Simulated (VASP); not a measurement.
AlNi3:

```
Al Ni
1.0
     0.00000    2.76774    2.76774
     2.76774    0.00000    2.76774
     2.76774    2.76774    0.00000
Al Ni
1 3
Direct
  0.50000 0.50000 0.50000
  0.25000 0.25000 0.25000
  0.00000 0.00000 0.00000
  0.75000 0.75000 0.75000
```

Base run:

| Quantity | Value |
| --- | --- |
| Program | VASP 6.6.1 |
| Functional | LDA |
| Potentials or basis | VASP PAW LDA potentials, release 64 (Al, Ni) |
| Cutoff | 520 eV |
| k mesh | 14 × 14 × 14 |
| Occupations | gaussian, width 0.15 eV |
| Spin | collinear spin, ferromagnetic start |
| Starting moments | [0.0, 0.75, 0.75, 0.75] μB |
| Fixed moment | 2.25 μB |

Its results: pressure 4.7 GPa; site moments Al +0.03; Ni +0.66, +0.79 (each value once) μB.

Task: The run is repeated on the same cell with these changes: fixed moment from 2.25 μB to 1.5 μB; moments at the start from [0.0, 0.75, 0.75, 0.75] to [0.0, 0.5, 0.5, 0.5]. What comes out?

Result: Pressure 2.4 GPa; site moments Al +0.02; Ni +0.43, +0.56 (each value once) μB.

Caveats: the total moment is fixed, so each spin has its own Fermi level and the state may be an excited one; the cell stands under pressure (at least some runs).
